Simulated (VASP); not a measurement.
# V (P6_3/mmc) in VASP: a series of runs, part 2 of 2

VASP 6.6.1. Earlier steps stand in the parts before.

**5. Single point, RPBE (13.64 Å³/atom)**

This run uses another cell than the first one, of 13.64 Å³/atom.

File INCAR:

```
PREC     = Accurate       # precision mode
ENCUT    = 520            # plane-wave cutoff, eV
EDIFF    = 1E-6           # SCF threshold, eV
ISMEAR   = -1             # smearing method
SIGMA    = 0.1            # smearing width, eV
LREAL    = False          # projectors in reciprocal space
LASPH    = True           # aspherical terms in the spheres
NELM     = 80             # most SCF steps
ALGO     = Normal         # electronic algorithm
ISIF     = 2              # what is computed and relaxed
LWAVE    = False          # write WAVECAR
LCHARG   = False          # write CHGCAR
GGA      = RP             # functional
NBANDS   = 34             # bands
```

File KPOINTS:

```
regular mesh
0
Gamma
  15 15 4
```

File POSCAR:

```
V
1.0
    2.6219325173      0.0000000000      0.0000000000
   -1.3109662586      2.2706601670      0.0000000000
    0.0000000000      0.0000000000      9.1671055759
V
4
Direct
    0.0000000000      0.0000000000      1.0000000000
    1.0000000000      0.0000000000      0.5000000000
    0.3333333333      0.6666666667      0.2500000000
    0.6666666667      0.3333333333      0.7500000000
```

Potentials or basis: VASP PAW PBE potentials, release 64 (V_sv).

Run with:

```bash
$ cat potpaw_PBE.64/V_sv/POTCAR > POTCAR
$ mpirun -np 1 vasp_std > vasp.out
```

OUTCAR:

```text
PREC = Accurate
   ENCUT = 520
   EDIFF = 1E-6
   ISMEAR = -1
   LREAL = False
   LASPH = True
   NELM = 80
   ISIF = 2
   GGA = RP

 ion  position               nearest neighbor table
   1  0.000  0.000  0.000-   3 2.75   4 2.75   3 2.75   4 2.75   4 2.75   3 2.75
   2  0.000  0.000  0.500-   3 2.75   4 2.75   3 2.75   4 2.75   4 2.75   3 2.75
   3  0.333  0.667  0.250-   1 2.75   2 2.75   1 2.75   2 2.75   1 2.75   2 2.75
   4  0.667  0.333  0.750-   1 2.75   2 2.75   1 2.75   2 2.75   1 2.75   2 2.75

  LATTYP: Found a hexagonal cell.
[... 1090 lines left out ...]
  --------------------------------------------------------------------------------------
  -------------------------------------------------------------------------------------
  Total        2.5553412      2.5553412      2.5979159      0.0000000      0.0000000      0.0000000
  in kB       75.0159462     75.0159462     76.2657931      0.0000000      0.0000000      0.0000000
  external PRESSURE =      75.4325619 kB  Pullay stress =       0.0000000 kB

 VOLUME and BASIS-vectors are now :
 -----------------------------------------------------------------------------
  energy-cutoff  :      520.00
  volume of cell :       54.58
      direct lattice vectors                 reciprocal lattice vectors
     2.621932517  0.000000000  0.000000000     0.381398069  0.220200278  0.000000000
    -1.310966259  2.270660167  0.000000000     0.000000000  0.440400556  0.000000000
     0.000000000  0.000000000  9.167105576     0.000000000  0.000000000  0.109085686

 POSITION                                       TOTAL-FORCE (eV/Angst)
 -----------------------------------------------------------------------------------
      0.00000      0.00000      0.00000        -0.000000      0.000000      0.000000
      0.00000      0.00000      4.58355        -0.000000      0.000000      0.000000
     -0.00000      1.51377      2.29178        -0.000000      0.000000      0.000000
      1.31097      0.75689      6.87533         0.000000     -0.000000     -0.000000
 -----------------------------------------------------------------------------------
    total drift:                                0.000000     -0.000000      0.000000

  FREE ENERGIE OF THE ION-ELECTRON SYSTEM (eV)
  ---------------------------------------------------
  free  energy   TOTEN  =       -33.1902218870 eV

  energy  without entropy=      -32.9794763494  energy(sigma->0) =      -33.08484912
```

It took 70 s on 1 thread of Intel Xeon 6975P-C (Granite Rapids), shared host; peak memory 0.23 GiB.

Results:

| Property | Result |
| --- | --- |
| Free energy | -33.1902 eV |
| Pressure | 7.5 GPa |
| Band gap on the k mesh | zero (bands 26 and 27 overlap by 1.00 eV) |

Caveat: the cell stands under pressure; the PAW data sets were made with another functional, which shifts forces and pressure a little.

**6. Single point, RPBE (14.21 Å³/atom)**

File INCAR:

```
PREC = Accurate
ENCUT = 520
EDIFF = 1E-6
ISMEAR = -1
SIGMA = 0.1
LREAL = False
LASPH = True
NELM = 100
ALGO = Normal
ISIF = 2
LWAVE = False
LCHARG = False
GGA = RP
NBANDS = 34
```

KPOINTS is that of step 5.

File POSCAR:

```
V
1.0
    2.6578538648      0.0000000000      0.0000000000
   -1.3289269324      2.3017689665      0.0000000000
    0.0000000000      0.0000000000      9.2926979713
V
4
Direct
    0.0000000000      0.0000000000      1.0000000000
    1.0000000000      0.0000000000      0.5000000000
    0.3333333333      0.6666666667      0.2500000000
    0.6666666667      0.3333333333      0.7500000000
```

Potentials or basis: VASP PAW PBE potentials, release 64 (V_sv).

Run with:

```bash
$ cat potpaw_PBE.64/V_sv/POTCAR > POTCAR
$ mpirun -np 1 vasp_std > vasp.out
```

Run time: 67 s. Hardware: 1 thread of Intel Xeon 6975P-C (Granite Rapids), shared host; peak memory 0.24 GiB.

It converged, with:

```yaml
Free_energy: -33.2448 eV
Pressure: 0.3 GPa
Band_gap_on_the_k_mesh: zero (bands 26 and 27 overlap by 0.93 eV)
```

Levels at points of the mesh, in eV from the Fermi level:
```
           k point  band 23  band 24  band 25  band 26  band 27  band 28  band 29  band 30
(0.00, 0.00, 0.00)    -0.31     0.04     0.23     0.23     0.28     0.28     0.49     0.49
(0.00, 0.00, 0.50)    -0.50    -0.50     0.29     0.29     0.29     0.29     0.47     0.47
```

Caveat: the PAW data sets were made with another functional, which shifts forces and pressure a little.

**7. Single point, RPBE (14.78 Å³/atom)**

This run uses another cell than the first one, of 14.78 Å³/atom.

File INCAR:

```
ALGO = Normal
EDIFF = 1E-6
ENCUT = 520
GGA = RP
ISIF = 2
ISMEAR = -1
LASPH = True
LCHARG = False
LREAL = False
LWAVE = False
NBANDS = 34
NELM = 100
PREC = Accurate
SIGMA = 0.1
```

File KPOINTS:

```
k-points
0
Gamma
  15 15 4
```

File POSCAR:

```
V
1.0
    2.6928296371      0.0000000000      0.0000000000
   -1.3464148186      2.3320588738      0.0000000000
    0.0000000000      0.0000000000      9.4149843365
V
4
Direct
    0.0000000000      0.0000000000      1.0000000000
    1.0000000000      0.0000000000      0.5000000000
    0.3333333333      0.6666666667      0.2500000000
    0.6666666667      0.3333333333      0.7500000000
```

Run with:

```bash
$ cat potpaw_PBE.64/V_sv/POTCAR > POTCAR
$ mpirun -np 1 vasp_std > vasp.out
```

Run time: 67 s. Hardware: 1 thread of Intel Xeon 6975P-C (Granite Rapids), shared host; peak memory 0.24 GiB.

The run converged. Its results:

```yaml
Free_energy: -33.2059 eV
Pressure: -5.7 GPa
Band_gap_on_the_k_mesh: zero (bands 26 and 27 overlap by 0.87 eV)
```

Stress tensor (GPa, compression positive):
```
-5.63  0.00  0.00
 0.00 -5.63  0.00
 0.00  0.00 -5.76
```

Levels at points of the mesh, in eV from the Fermi level:
```
           k point  band 22  band 23  band 24  band 25  band 26  band 27  band 28  band 29  band 30  band 31
(0.00, 0.00, 0.00)    -0.79    -0.28    -0.01     0.23     0.23     0.28     0.28     0.48     0.48     0.54
(0.00, 0.00, 0.50)    -0.60    -0.47    -0.47     0.29     0.29     0.29     0.29     0.46     0.46     0.46
```

Caveat: the cell stands under tension; the PAW data sets were made with another functional, which shifts forces and pressure a little.

**8. Overview**

```tsv
cell	k mesh	gap on the mesh (eV)	pressure (GPa)
a = 2.658, b = 2.658, c = 9.293 Å, angles 90.0, 90.0, 120.0°, 4 atoms	13 × 13 × 4	none	0.3
a = 2.547, b = 2.547, c = 8.905 Å, angles 90.0, 90.0, 120.0°, 4 atoms	15 × 15 × 4	none	27.1
a = 2.585, b = 2.585, c = 9.038 Å, angles 90.0, 90.0, 120.0°, 4 atoms	15 × 15 × 4	none	16.4
a = 2.622, b = 2.622, c = 9.167 Å, angles 90.0, 90.0, 120.0°, 4 atoms	15 × 15 × 4	none	7.5
a = 2.658, b = 2.658, c = 9.293 Å, angles 90.0, 90.0, 120.0°, 4 atoms	15 × 15 × 4	none	0.3
a = 2.693, b = 2.693, c = 9.415 Å, angles 90.0, 90.0, 120.0°, 4 atoms	15 × 15 × 4	none	-5.7
```

Alike in all rows: task single point; level RPBE; potentials or basis VASP PAW PBE potentials, release 64 (V_sv); no spin polarisation; cutoff (eV) 520; smearing fermi-dirac 0.1 eV.

Caveats: the PAW data sets were made with another functional, which shifts forces and pressure a little; the cell stands under pressure (at least some runs); the cell stands under tension (at least some runs).

Absolute energies hang on the potentials; compare differences alone.
